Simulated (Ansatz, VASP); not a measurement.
CoO in VASP and in Ansatz

File INCAR:

```
PREC     = Accurate       # precision mode
ENCUT    = 520            # plane-wave cutoff, eV
EDIFF    = 1E-6           # SCF threshold, eV
ISMEAR   = 0              # smearing method
SIGMA    = 0.05           # smearing width, eV
LREAL    = F              # projectors in reciprocal space
LASPH    = T              # aspherical terms in the spheres
NELM     = 150            # most SCF steps
ALGO     = Normal         # electronic algorithm
ISIF     = 2              # what is computed and relaxed
LWAVE    = F              # write WAVECAR
LCHARG   = T              # write CHGCAR
ISPIN    = 2              # spin polarisation
MAGMOM   = 3 0            # initial moments
LORBIT   = 11             # projections on sites
LMAXMIX  = 4              # l up to which the mixer works
LDAU     = T              # DFT+U
LDAUTYPE = 1            
LDAUL    = 2 -1           # shell
LDAUU    = 4 0            # U, eV
LDAUJ    = 0.7 0        
LDAUPRINT= 1            
GGA      = PE             # functional
LELF     = T              # ELF
LVHAR    = T            
NBANDS   = 18             # bands
```

The input KPOINTS:

```
Automatic mesh
0
Gamma
  7 7 7
```

File POSCAR:

```
CoO
1.0
    2.5705263100      0.0000000000      0.0000000000
    0.0000000000      2.5705263100      0.0000000000
    0.0000000000      0.0000000000      2.5705263100
Co O
1 1
Direct
    0.0000000000      0.0000000000      0.0000000000
    0.5000000000      0.5000000000      0.5000000000
```

Input for Ansatz:

```yaml
crystal:
  lattice:
    - [2.57052631, 0.0, 0.0]
    - [0.0, 2.57052631, 0.0]
    - [0.0, 0.0, 2.57052631]
  atoms:
    - { symbol: Co, position: [0.0, 0.0, 0.0], spin: 3.0 }
    - { symbol: O, position: [0.5, 0.5, 0.5] }
basis:
  ecutwfc: 420
  ecutrho_ratio: 4
kpoints:
  mp_grid: { grid: [7, 7, 7] }
hamiltonian:
  xc: pbe
  hubbard: { sites: [{ site: 0, l: d, u: 4.0, j: 0.7 }] }
scf:
  occupations: { method: gaussian, width: 0.05 }
  lower_state_search: "off"
  max_iter: 150
output:
  forces: true
  stress: true
  eigenvalues: true
  populations: true
  hubbard: { sites: [{ site: 0, l: d }] }
magnetization:
  spin_polarized: true
```

Alike in both runs: task single point; functional PBE; k mesh 7 × 7 × 7; occupations gaussian, width 0.05 eV; collinear spin; Hubbard terms Co d U = 4.0 eV, J = 0.7 eV.

```csv
,VASP,Ansatz
version,VASP 6.6.1,Ansatz 0.2.0
potentials or method,"VASP PAW PBE potentials, release 64 (Co, O), cutoff 520 eV","scalar-relativistic, plane waves, PAW"
valence electrons in the cell,15,23
```

Ansatz gave:

| Item | Value |
| --- | --- |
| gap on the k mesh at the Fermi level (eV) | 1.64 |
| least direct gap on the mesh (eV) | 2.30 |
| pressure (GPa) | 24.3 |
| net moment per atom (μB) | 1.50 |
| size of the moment on the site where the two differ most (μB) | 2.59 |

**Question.** Which values does VASP return?

**Answer.** gap on the k mesh at the Fermi level (eV): 1.83; least direct gap on the mesh (eV): 2.28; pressure (GPa): 18.4; net moment per atom (μB): 1.50; size of the moment on the site where the two differ most (μB): 2.69.

Site moments also hang on the region over which each program counts them. The programs project onto different local orbitals, so the same U acts differently, and such runs can settle in different states. VASP's potentials hold 15 valence electrons a cell and Ansatz's 23, so a difference there can come from the potentials and not from the codes.
